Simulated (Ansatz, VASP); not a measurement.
# Hg: VASP beside Ansatz

Contents of INCAR:

```
SYSTEM = Hg
PREC = Accurate
ENCUT = 550
EDIFF = 1E-6
ISMEAR = -1
SIGMA = 0.1
LREAL = .False.
LASPH = .True.
NELM = 120
ALGO = Normal
ISIF = 2
LWAVE = .False.
LCHARG = .False.
NBANDS = 48
GGA_COMPAT = .False.
```

File KPOINTS:

```
Automatic mesh
0
Gamma
  5 2 5
  0 0 0
```

File POSCAR:

```
Hg
1.0
   -3.0727780000      0.0000000000      2.0245620000
    0.0000000000     -8.2786070000      0.0000000000
    3.0727780000      0.0000000000      2.0245620000
Hg
4
Direct
    0.1493000000      0.8844000000      0.1493000000
    0.6493000000      0.6156000000      0.6493000000
    0.8507000000      0.1156000000      0.8507000000
    0.3507000000      0.3844000000      0.3507000000
```

Input for Ansatz:

```yaml
crystal:
  lattice:
    - [-3.072778, 0.0, 2.024562]
    - [0.0, -8.278607, 0.0]
    - [3.072778, 0.0, 2.024562]
  atoms:
    - { symbol: Hg, position: [0.1493, 0.8844, 0.1493] }
    - { symbol: Hg, position: [0.6493, 0.6156, 0.6493] }
    - { symbol: Hg, position: [0.8507, 0.1156, 0.8507] }
    - { symbol: Hg, position: [0.3507, 0.3844, 0.3507] }
  symmetry: { tolerance: 0.0003 }
kpoints:
  mp_grid: { grid: [5, 2, 5], shift: [0, 0, 0] }
magnetization:
  spin_polarized: false
scf:
  occupations: { method: fermi_dirac }
hamiltonian:
  pseudopotentials: { kind: paw }
  xc: lda
basis:
  ecutwfc: 420
output:
  forces: true
  stress: true
  eigenvalues: true
```

Alike in both runs: task single point; functional LDA; k mesh 5 × 2 × 5; no spin polarisation.

```csv
,VASP,Ansatz
version,VASP 6.6.1,Ansatz 0.2.0
potentials or method,"VASP PAW LDA potentials, release 64 (Hg_sv_GW), cutoff 550 eV",PAW plane waves
occupations,"fermi-dirac, width 0.1 eV",fermi-dirac
valence electrons in the cell,80,80
```

|  | VASP | Ansatz | Ansatz less VASP |
| --- | --- | --- | --- |
| gap on the k mesh at the Fermi level (eV) | none | none | - |
| pressure (GPa) | 12.5 | 12.3 | -0.15 |
| traceless stress, the component that is largest in VASP (GPa) | 20.26 | 19.76 | -0.502 |
| rms of the force components (eV/Å) | 4.357 | 4.264 | -0.0930 |

LDA's correlation is that of Perdew and Zunger in VASP and of Perdew and Wang (1992) in Ansatz. Atom by atom the forces differ by 0.093 eV/Å (rms over components). A gap of «none» marks a metal or a gap that the smearing closes.

The k mesh is coarse, so the values compare programs but aren't converged. Neither program's run includes spin-orbit coupling.
